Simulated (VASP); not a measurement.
Wanted: the native input for a VASP 6.6.1 run.

| Quantity | Value |
| --- | --- |
| Task | single point |
| Functional | PBE |
| Potentials or basis | VASP PAW PBE potentials, release 64 (Zr_sv, H) |
| Cutoff | 520 eV |
| k mesh | 4 × 4 × 6 |
| Occupations | gaussian, width 0.1 eV |
| Spin | no spin polarisation |
| Dipole correction | no |
| Further INCAR settings | ALGO = Normal; EDIFF = 1e-06; NBANDS = 16 |

The structure of ZrH4 lies in POSCAR:

```
ZrH4
1.0
    3.5875699800     -3.5875699800      0.0000000000
    3.5875699800      3.5875699800      0.0000000000
    0.0000000000      0.0000000000      3.2978335800
Zr H
1 4
Direct
    0.0000000000      0.0000000000      0.0000000000
    0.6950000000      0.3050000000      0.0000000000
    0.3050000000      0.6950000000      0.0000000000
    0.8050000000      0.8050000000      0.5000000000
    0.1950000000      0.1950000000      0.5000000000
```

These files were run (other wordings do the same):

INCAR

```
SYSTEM = ZrH4
ALGO = Normal
EDIFF = 1E-6
ENCUT = 520
GGA = PE
ISIF = 2
ISMEAR = 0
LASPH = .True.
LCHARG = .False.
LREAL = .False.
LWAVE = .False.
NBANDS = 16
NELM = 60
PREC = Accurate
SIGMA = 0.1
```

KPOINTS

```
k-points
0
Gamma
  4 4 6
  0 0 0
```

Potentials or basis: VASP PAW PBE potentials, release 64 (Zr_sv, H).

Command:

```bash
$ cat potpaw_PBE.64/Zr_sv/POTCAR potpaw_PBE.64/H/POTCAR > POTCAR
$ mpirun -np 1 vasp_std > vasp.out
```

Results of the run:

```json
{"Pressure": "-8.6 GPa", "Largest force": "1.186 eV/Å", "Band gap on the k mesh": "zero (band 8 reaches -0.44 eV, above the bottom of band 9 at -0.68 eV)"}
```

Caveat: forces of over 1 eV/Å act on the atoms, so gaps and moduli don't describe the material at rest.

Run time: 40 s on 1 thread of Intel(R) Xeon(R) Platinum 8259CL CPU @ 2.50GHz (Skylake/Cascade Lake) (shared host), peak memory 0.2 GiB.
